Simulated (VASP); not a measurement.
# Si2W (P6_222) in VASP: notebook

The runs below take Si2W through single point, with PBE.

All numbers are computed with VASP 6.6.1; they aren't measurements. Logs are shortened: lines on timing, memory, paths and dates and some standing lists are left out, and cuts for length are marked.

## (1) The cell of the first run

The structure is hexagonal, space group P6_222 (No. 180). Conventional cell: a = 4.717 Å, b = 4.717 Å, c = 6.360 Å, α = 90.00°, β = 90.00°, γ = 120.00°. Si (site symmetry 2) has 7 Si at 2.45 to 3.01 Å and 5 W at 2.56 to 2.85 Å within 3.2 Å. W (site symmetry 222) has 10 Si at 2.56 to 2.85 Å and 4 W at 3.17 Å within 3.4 Å.

## (2) Single point, PBE

Contents of INCAR:

```
SYSTEM = Si2W
PREC = Accurate
ENCUT = 520
EDIFF = 1E-7
ISMEAR = 0
SIGMA = 0.03
LREAL = .FALSE.
LASPH = .TRUE.
NELM = 80
ALGO = Normal
ISIF = 2
LWAVE = .FALSE.
LCHARG = .FALSE.
GGA = PE
NBANDS = 43
```

Contents of KPOINTS:

```
regular mesh
0
G
  9 9 6
  0 0 0
```

Contents of POSCAR:

```
Si2W
1.0
    4.7172346901      0.0000000000      0.0000000000
   -2.3586173451      4.0852450772      0.0000000000
    0.0000000000      0.0000000000      6.3602475327
Si W
6 3
Direct
    0.8488551621      0.6977103243      0.5000000000
    0.1511448379      0.8488551621      0.8333333333
    0.6977103243      0.8488551621      0.1666666667
    0.1511448379      0.3022896757      0.5000000000
    0.8488551621      0.1511448379      0.8333333333
    0.3022896757      0.1511448379      0.1666666667
    0.0000000000      0.5000000000      0.1666666667
    0.5000000000      0.5000000000      0.8333333333
    0.5000000000      0.0000000000      0.5000000000
```

Potentials or basis: VASP PAW PBE potentials, release 64 (Si, W_sv).

The run is started by

```sh
> cat potpaw_PBE.64/Si/POTCAR potpaw_PBE.64/W_sv/POTCAR > POTCAR
> mpirun -np 1 vasp_std > vasp.out
```

OUTCAR:

```text
SYSTEM = Si2W
   PREC = Accurate
   ENCUT = 520
   EDIFF = 1E-7
   ISMEAR = 0
   LREAL = .FALSE.
   LASPH = .TRUE.
   NELM = 80
   ISIF = 2
   GGA = PE

 ion  position               nearest neighbor table
   1  0.849  0.698  0.500-   3 2.45   2 2.45   4 2.47   8 2.56   7 2.56   9 2.66   9 2.66   9 2.85
                             4 2.86   4 2.86   6 3.01   5 3.01
   2  0.151  0.849  0.833-   1 2.45   6 2.45   5 2.47   9 2.56   7 2.56   8 2.66   8 2.66   8 2.85
                             5 2.86   5 2.86   4 3.01   3 3.01
   3  0.698  0.849  0.167-   1 2.45   5 2.45   6 2.47   9 2.56   8 2.56   7 2.66   7 2.66   7 2.85
                             6 2.86   6 2.86   4 3.01   2 3.01
   4  0.151  0.302  0.500-   6 2.45   5 2.45   1 2.47   8 2.56   7 2.56   9 2.66   9 2.66   9 2.85
                             1 2.86   1 2.86   3 3.01   2 3.01
   5  0.849  0.151  0.833-   4 2.45   3 2.45   2 2.47   9 2.56   7 2.56   8 2.66   8 2.66   8 2.85
                             2 2.86   2 2.86   1 3.01   6 3.01
   6  0.302  0.151  0.167-   4 2.45   2 2.45   3 2.47   9 2.56   8 2.56   7 2.66   7 2.66   7 2.85
                             3 2.86   3 2.86   1 3.01   5 3.01
   7  0.000  0.500  0.167-   1 2.56   4 2.56   2 2.56   5 2.56   3 2.66   6 2.66   6 2.66   3 2.66
                             3 2.85   6 2.85   9 3.17   9 3.17   8 3.17   8 3.17
   8  0.500  0.500  0.833-   1 2.56   4 2.56   3 2.56   6 2.56   5 2.66   2 2.66   2 2.66   5 2.66
                             5 2.85   2 2.85   9 3.17   9 3.17   7 3.17   7 3.17
   9  0.500  0.000  0.500-   2 2.56   5 2.56   3 2.56   6 2.56   1 2.66   4 2.66   4 2.66   1 2.66
                             4 2.85   1 2.85   7 3.17   7 3.17   8 3.17   8 3.17

  LATTYP: Found a hexagonal cell.
 ALAT       =     4.7172346901
 C/A-ratio  =     1.3483000000

  Lattice vectors:

 A1 = (   4.7172346901,   0.0000000000,   0.0000000000)
 A2 = (  -2.3586173451,   4.0852450772,   0.0000000000)
 A3 = (   0.0000000000,   0.0000000000,   6.3602475327)

Analysis of symmetry for initial positions (statically):
=====================================================================
 Subroutine PRICEL returns:
 Original cell was already a primitive cell.

 Routine SETGRP: Setting up the symmetry group for a
 hexagonal supercell.

 Subroutine GETGRP returns: Found 12 space group operations
 (whereof  4 operations were pure point group operations)
 out of a pool of 24 trial point group operations.

The static configuration has the point symmetry D_2 .
 The point group associated with its full space group is D_6 .

Analysis of symmetry for dynamics (positions and initial velocities):
=====================================================================
 Subroutine PRICEL returns:
 Original cell was already a primitive cell.

 Routine SETGRP: Setting up the symmetry group for a
 hexagonal supercell.

 Subroutine GETGRP returns: Found 12 space group operations
 (whereof  4 operations were pure point group operations)
 out of a pool of 24 trial point group operations.

The dynamic configuration has the point symmetry D_2 .
 The point group associated with its full space group is D_6 .

 Subroutine INISYM returns: Found 12 space group operations
 (whereof  4 operations are pure point group operations),
 and found     1 'primitive' translations

----------------------------------------------------------------------------------------

                                     Primitive cell

  volume of cell :     122.5687

  direct lattice vectors                    reciprocal lattice vectors
     4.717234690  0.000000000  0.000000000     0.211988605  0.122391678  0.000000000
    -2.358617345  4.085245077  0.000000000     0.000000000  0.244783356  0.000000000
     0.000000000  0.000000000  6.360247533     0.000000000  0.000000000  0.157226585

  length of vectors
     4.717234690  4.717234690  6.360247533     0.244783356  0.244783356  0.157226585

  position of ions in fractional coordinates (direct lattice)
     0.848855162  0.697710324  0.500000000
     0.151144838  0.848855162  0.833333333
     0.697710324  0.848855162  0.166666667
     0.151144838  0.302289676  0.500000000
     0.848855162  0.151144838  0.833333333
     0.302289676  0.151144838  0.166666667
     1.000000000  0.500000000  0.166666667
     0.500000000  0.500000000  0.833333333
     0.500000000  0.000000000  0.500000000

  ion indices of the primitive-cell ions
   primitive index   ion index
                 1           1
                 2           2
                 3           3
                 4           4
                 5           5
                 6           6
                 7           7
                 8           8
                 9           9

----------------------------------------------------------------------------------------

 KPOINTS: regular mesh

Automatic generation of k-mesh.
 Grid dimensions read from file:
 generate k-points for:    9    9    6

 Generating k-lattice:

  Cartesian coordinates                     Fractional coordinates (reciprocal lattice)
     0.023554289  0.013599075  0.000000000     0.111111111 -0.000000000  0.000000000
     0.000000000  0.027198151  0.000000000     0.000000000  0.111111111  0.000000000
     0.000000000  0.000000000  0.026204431     0.000000000  0.000000000  0.166666667

  Length of vectors
     0.027198151  0.027198151  0.026204431

  Shift w.r.t. Gamma in fractional coordinates (k-lattice)
     0.000000000  0.000000000  0.000000000

 Subroutine IBZKPT returns following result:
 ===========================================

 Found     48 irreducible k-points:

 Following reciprocal coordinates:
            Coordinates               Weight
  0.000000  0.000000  0.000000      1.000000
  0.111111  0.000000  0.000000      6.000000
  0.222222 -0.000000  0.000000      6.000000
  0.333333 -0.000000  0.000000      6.000000
  0.444444 -0.000000  0.000000      6.000000
  0.111111  0.111111  0.000000      6.000000
[... 16 lines left out ...]
  0.333333  0.222222  0.166667     24.000000
  0.333333  0.333333  0.166667      4.000000
 [... further k-points ...]
   k-points           NKPTS =     48   k-points in BZ     NKDIM =     48   number of bands    NBANDS=     43
   number of dos      NEDOS =    301   number of ions     NIONS =      9
   total plane-waves  NPLWV =  62208
   dimension x,y,z NGX =    36 NGY =   36 NGZ =   48
   dimension x,y,z NGXF=    72 NGYF=   72 NGZF=   96
   ions per type =               6   3
   NGX,Y,Z   is equivalent  to a cutoff of  12.69, 12.69, 12.55 a.u.
   NGXF,Y,Z  is equivalent  to a cutoff of  25.37, 25.37, 25.09 a.u.
 SYSTEM =  Si2W
   PREC   = accura    normal or accurate (medium, high low for compatibility)
   ISTART =      0    job   : 0-new  1-cont  2-samecut
   ICHARG =      2    charge: 1-file 2-atom 10-const
   ISPIN  =      1    spin polarized calculation?
   LNONCOLLINEAR =      F non collinear calculations
   LSORBIT =      F    spin-orbit coupling
   LASPH  =      T    aspherical Exc in radial PAW
   ENCUT  =  520.0 eV  38.22 Ry    6.18 a.u.   8.77  8.77 11.83*2*pi/ulx,y,z
   NELM   =     80;   NELMIN=  2; NELMDL= -5     # of ELM steps
   EDIFF  = 0.1E-06   stopping-criterion for ELM
   LREAL  =      F    real-space projection
   EDIFFG = 0.1E-05   stopping-criterion for IOM
   NSW    =      0    number of steps for IOM
   IBRION =     -1    ionic relax: 0-MD 1-quasi-New 2-CG
   NFREE  =      0    steps in history (QN), initial steepest desc. (CG)
   ISIF   =      2    stress and relaxation
   ISYM   =      2    0-nonsym 1-usesym 2-fastsym
   POTIM  = 0.5000    time-step for ionic-motion
   TEBEG  =    0.0;   TEEND  =   0.0 temperature during run
   PSTRESS=    0.0 pullay stress
   NELECT =      66.0000    total number of electrons
   NUPDOWN=      -1.0000    fix difference up-down
   EMIN   =  10.00;   EMAX   =-10.00  energy-range for DOS
   EFERMI =   0.00;   METHOD = LEGACY
   ISMEAR =     0;   SIGMA  =   0.03  broadening in eV -4-tet -1-fermi 0-gaus
   EFERMI_NEDOS =   21; number of points for ismear=-14 and -15
   IALGO  =     38    algorithm
   IMIX   =      4    mixing-type and parameters
     AMIX     =   0.40;   BMIX     =  1.00
     AMIX_MAG =   1.60;   BMIX_MAG =  1.00
  volume/ion in A,a.u.               =      13.62        91.90
  Fermi-wavevector in a.u.,A,eV,Ry     =   1.331873  2.516876 24.135194  1.773887
  Thomas-Fermi vector in A             =   2.460851
   LORBIT       =      0    0 simple, 1 ext, 2 COOP (PROOUT), +10 PAW based schemes
   GGA     = PE    functional components
   LHFCALC =     F    Hartree Fock is set to
   AEXX    =    0.0000 exact exchange contribution
   IVDW    =     0    specifies the selected vdW correction
   LEPSILON=     F    determine dielectric tensor
   LRPA    =     F    only Hartree local field effects (RPA)
 non-spin polarized calculation
 Gauss-broadening in eV      SIGMA  =   0.03
  energy-cutoff  :      520.00
  volume of cell :      122.57
 maximum number of plane-waves:      3318
 NGX is ok and might be reduce to    36
   NGX = 17   NGY = 17   NGZ = 23

 number of electron      65.9999992 magnetization

 Free energy of the ion-electron system (eV)
  ---------------------------------------------------
  ext. energy  EPLUGINS =         0.00000000
  ---------------------------------------------------
  free energy    TOTEN  =       -73.10680686 eV

  energy without entropy =      -73.10615395  energy(sigma->0) =      -73.10648041

 E-fermi :  12.4474     XC(G=0): -12.4656

 val. band max:       12.4422900578   @ k =   0.1111   0.0000   0.3333
 cond. band min:      12.4746868953   @ k =   0.2222   0.2222   0.1667
 fundamental gap:      0.0323968375
 Fermi energy:        12.4474088772

 k-point     1 :       0.0000    0.0000    0.0000
  band No.  band energies     occupation
      1     -61.9816      2.00000
      2     -61.9683      2.00000
      3     -61.9683      2.00000
      4     -26.4114      2.00000
      5     -26.4114      2.00000
      6     -26.3340      2.00000
[... 35 lines left out ...]
     42      15.2824      0.00000
     43      15.2824      0.00000

 k-point     2 :       0.1111    0.0000    0.0000
  band No.  band energies     occupation
      1     -61.9812      2.00000
      2     -61.9686      2.00000
      3     -61.9683      2.00000
      4     -26.4120      2.00000
      5     -26.4105      2.00000
      6     -26.3405      2.00000
[... 35 lines left out ...]
     42      15.1256      0.00000
     43      15.7099      0.00000

 k-point     3 :       0.2222   -0.0000    0.0000
  band No.  band energies     occupation
      1     -61.9802      2.00000
      2     -61.9696      2.00000
      3     -61.9683      2.00000
      4     -26.4135      2.00000
      5     -26.4076      2.00000
      6     -26.3545      2.00000
[... 35 lines left out ...]
     42      15.2686      0.00000
     43      16.1220      0.00000

 k-point     4 :       0.3333   -0.0000    0.0000
  band No.  band energies     occupation
      1     -61.9787      2.00000
      2     -61.9711      2.00000
      3     -61.9683      2.00000
      4     -26.4150      2.00000
      5     -26.4025      2.00000
      6     -26.3695      2.00000
[... 863 lines left out ...]
     42      15.4394      0.00000
     43      15.8230      0.00000

 k-point    23 :       0.3333    0.2222    0.1667
  band No.  band energies     occupation
      1     -61.9766      2.00000
      2     -61.9730      2.00000
      3     -61.9685      2.00000
      4     -26.4173      2.00000
      5     -26.3996      2.00000
      6     -26.3783      2.00000
[... 35 lines left out ...]
     42      15.3728      0.00000
     43      15.6817      0.00000

 k-point    24 :       0.3333    0.3333    0.1667
  band No.  band energies     occupation
      1     -61.9760      2.00000
      2     -61.9734      2.00000
      3     -61.9686      2.00000
      4     -26.4161      2.00000
      5     -26.4016      2.00000
      6     -26.3786      2.00000
[... 35 lines left out ...]
     42      15.3807      0.00000
     43      15.5013      0.00000

 [... further k-points ...]
[... 5 lines left out ...]
  --------------------------------------------------------------------------------------
  -------------------------------------------------------------------------------------
  Total       -1.6668282     -1.6668282      9.4388116      0.0000000      0.0000000      0.0000000
  in kB      -21.7882223    -21.7882223    123.3809994      0.0000000      0.0000000      0.0000000
  external PRESSURE =      26.6015183 kB  Pullay stress =       0.0000000 kB

 VOLUME and BASIS-vectors are now :
 -----------------------------------------------------------------------------
  energy-cutoff  :      520.00
  volume of cell :      122.57
      direct lattice vectors                 reciprocal lattice vectors
     4.717234690  0.000000000  0.000000000     0.211988605  0.122391678  0.000000000
    -2.358617345  4.085245077  0.000000000     0.000000000  0.244783356  0.000000000
     0.000000000  0.000000000  6.360247533     0.000000000  0.000000000  0.157226585

 POSITION                                       TOTAL-FORCE (eV/Angst)
 -----------------------------------------------------------------------------------
      2.35862      2.85032      3.18012         0.000000     -1.594954      0.000000
     -1.28914      3.46778      5.30021         1.381271     -0.797477      0.000000
      1.28914      3.46778      1.06004        -1.381271     -0.797477      0.000000
      0.00000      1.23493      3.18012        -0.000000      1.594954      0.000000
      3.64776      0.61746      5.30021        -1.381271      0.797477      0.000000
      1.06948      0.61746      1.06004         1.381271      0.797477      0.000000
     -1.17931      2.04262      1.06004         0.000000     -0.000000      0.000000
      1.17931      2.04262      5.30021         0.000000     -0.000000     -0.000000
      2.35862      0.00000      3.18012         0.000000     -0.000000      0.000000
 -----------------------------------------------------------------------------------
    total drift:                                0.000000     -0.000000      0.000000

  FREE ENERGIE OF THE ION-ELECTRON SYSTEM (eV)
  ---------------------------------------------------
  free  energy   TOTEN  =       -73.1068068625 eV

  energy  without entropy=      -73.1061539505  energy(sigma->0) =      -73.10648041
```

Wall time 5.4 min (1 thread of Intel Xeon 8259CL, shared host); peak memory 0.35 GiB.

Results:

```yaml
Free_energy: -73.1068 eV
Pressure: 2.7 GPa
Largest_force: 1.595 eV/Å
Band_gap_on_the_k_mesh: zero (bands 33 and 34 overlap by 0.26 eV)
```

Forces in eV/Å, atoms in the order of the input:
```
Si   0.000 -1.595  0.000
Si   1.381 -0.797  0.000
Si  -1.381 -0.797  0.000
Si   0.000  1.595  0.000
Si  -1.381  0.797  0.000
Si   1.381  0.797  0.000
W    0.000  0.000  0.000
W    0.000  0.000  0.000
W    0.000  0.000  0.000
```

Stress tensor (GPa, compression positive):
```
-2.18  0.00  0.00
 0.00 -2.18  0.00
 0.00  0.00 12.34
```

Levels at points of the mesh, in eV from the Fermi level:
| k point | band 29 | band 30 | band 31 | band 32 | band 33 | band 34 | band 35 | band 36 | band 37 | band 38 |
| --- | --- | --- | --- | --- | --- | --- | --- | --- | --- | --- |
| (0.00, 0.00, 0.00) | -3.55 | -3.33 | -3.33 | -2.33 | -0.50 | 1.51 | 1.51 | 2.06 | 2.10 | 2.41 |
| (0.00, 0.00, 0.50) | -3.44 | -2.75 | -2.75 | -0.19 | -0.19 | 1.82 | 1.82 | 2.17 | 2.22 | 2.22 |

Caveat: spin-orbit coupling is left out, which moves the levels of the heavy elements; forces of over 1 eV/Å act on the atoms, so gaps and moduli don't describe the material at rest.

(Part 1 of 2 ends here.)
